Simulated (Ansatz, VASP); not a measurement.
**Two plane-wave programs on Bi**

```
Bi
1.0
     2.26984    1.31049    4.10213
    -2.26984    1.31049    4.10213
     0.00000   -2.62098    4.10213
Bi
2
Direct
  0.23181 0.23181 0.23181
  0.76819 0.76819 0.76819
```

Alike in both runs: functional r2SCAN; k mesh 9 × 9 × 9; occupations gaussian, width 0.01 eV; no spin polarisation.

Ansatz relaxed the structure, and its values are those at the end. VASP's run is a single point on that final structure, the one shown.

|  | VASP | Ansatz |
| --- | --- | --- |
| version | VASP 6.6.1 | Ansatz 0.2.0 |
| potentials or method | VASP PAW PBE potentials, release 64 (Bi_d), cutoff 520 eV | scalar-relativistic, plane waves, PAW |
| valence electrons in the cell | 30 | 30 |

|  | VASP | Ansatz | Ansatz less VASP |
| --- | --- | --- | --- |
| gap on the k mesh at the Fermi level (eV) | 0.07 | 0.07 | -0.001 |
| least direct gap on the mesh (eV) | 0.49 | 0.50 | +0.005 |
| pressure (GPa) | 0.0 | 0.0 | +0.05 |
| rms of the force components (eV/Å) | 0.005 | 0.001 | -0.0040 |

VASP's potentials were made for PBE, not for r2SCAN. The functional is the same, so the differences come from potentials, cutoffs and numerics.

Spin-orbit coupling is off throughout.
